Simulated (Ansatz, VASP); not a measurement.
**SnO: VASP beside Ansatz**

File INCAR:

```
SYSTEM = SnO
PREC     = Accurate       ! precision mode
ENCUT    = 520            ! plane-wave cutoff, eV
EDIFF    = 1E-6           ! SCF threshold, eV
ISMEAR   = 0              ! smearing method
SIGMA    = 0.1            ! smearing width, eV
LREAL    = .FALSE.        ! projectors in reciprocal space
LASPH    = .TRUE.         ! aspherical terms in the spheres
NELM     = 100            ! most SCF steps
ALGO     = Normal         ! electronic algorithm
ISIF     = 2              ! what is computed and relaxed
LWAVE    = .FALSE.        ! write WAVECAR
LCHARG   = .FALSE.        ! write CHGCAR
GGA      = PE             ! functional
NBANDS   = 17             ! bands
```

Contents of KPOINTS:

```
regular mesh
0
G
  6 6 6
  0 0 0
```

Contents of POSCAR:

```
SnO
1.0
    0.0000000000      2.5733001000      2.5733001000
    2.5733001000      0.0000000000      2.5733001000
    2.5733001000      2.5733001000      0.0000000000
Sn O
1 1
Direct
    0.7500000000      0.7500000000      0.7500000000
    0.0000000000      0.0000000000      0.0000000000
```

Input for Ansatz:

```yaml
crystal:
  lattice:
    - [0.0, 2.5733001, 2.5733001]
    - [2.5733001, 0.0, 2.5733001]
    - [2.5733001, 2.5733001, 0.0]
  atoms:
    - { symbol: Sn, position: [0.75, 0.75, 0.75] }
    - { symbol: O, position: [0.0, 0.0, 0.0] }
basis:
  ecutwfc: 420
kpoints:
  mp_grid: { grid: [6, 6, 6] }
hamiltonian:
  xc: pbe
scf:
  occupations: { method: gaussian, width: 0.1 }
  lower_state_search: "off"
output:
  forces: true
  stress: true
  eigenvalues: true
```

Change from the starting cell: species swapped into the BeSe type (F-43m, No. 216).

Alike in both runs: task single point; functional PBE; k mesh 6 × 6 × 6; occupations gaussian, width 0.1 eV; no spin polarisation.

|  | VASP | Ansatz |
| --- | --- | --- |
| version | VASP 6.6.1 | Ansatz 0.2.0 |
| potentials or method | VASP PAW PBE potentials, release 64 (Sn_d, O), cutoff 520 eV | scalar-relativistic, plane waves, PAW |
| valence electrons in the cell | 20 | 20 |

```tsv
	VASP	Ansatz	Ansatz less VASP
gap on the k mesh at the Fermi level (eV)	none	none	-
pressure (GPa)	15.7	15.5	-0.17
```

A gap of «none» marks a metal or a gap that the smearing closes. The functional is the same, so the differences come from potentials, cutoffs and numerics.
